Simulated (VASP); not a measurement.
A run of VASP 6.6.1 is set up as follows.

The input INCAR:

```
PREC     = Accurate       # precision mode
ENCUT    = 520            # plane-wave cutoff, eV
EDIFF    = 1E-7           # SCF threshold, eV
ISMEAR   = -1             # smearing method
SIGMA    = 0.05           # smearing width, eV
LREAL    = F              # projectors in reciprocal space
LASPH    = T              # aspherical terms in the spheres
NELM     = 100            # most SCF steps
ALGO     = Normal         # electronic algorithm
ISIF     = 2              # what is computed and relaxed
LWAVE    = F              # write WAVECAR
LCHARG   = T              # write CHGCAR
GGA      = PE             # functional
IVDW     = 12             # dispersion correction
LELF     = T              # ELF
LVHAR    = T            
NBANDS   = 35             # bands
```

Contents of KPOINTS:

```
regular mesh
0
Gamma
  4 8 1
```

POSCAR

```
Te2Mo
1.0
    6.4453239976      0.0000000000      0.0000000000
    0.0000000000      3.5262030893      0.0000000000
   -0.0868695265      0.0000000000     36.6519436197
Te Mo
4 2
Direct
    0.4292511000      0.7500000000      0.5407035800
    0.5707489000      0.2500000000      0.4592964200
    0.9208478700      0.2500000000      0.5565273200
    0.0791521300      0.7500000000      0.4434726800
    0.1813475600      0.2500000000      0.4974653700
    0.8186524400      0.7500000000      0.5025346300
```

Potentials or basis: VASP PAW PBE potentials, release 64 (Te, Mo_sv).

The run is started by

```sh
$ cat potpaw_PBE.64/Te/POTCAR potpaw_PBE.64/Mo_sv/POTCAR > POTCAR
$ mpirun -np 1 vasp_std > vasp.out
```

(1) What does it give for the largest force?

(2) What does it give for the dispersion energy per atom?

(3) Estimate the band gap on the k mesh.

Answers

(1) 0.483 eV/Å.

(2) -0.376 eV.

(3) zero (bands 26 and 27 overlap by 0.14 eV).

Caveat: there is no dipole correction, which matters where the two faces differ; spin-orbit coupling is left out, which moves the levels of the heavy elements.
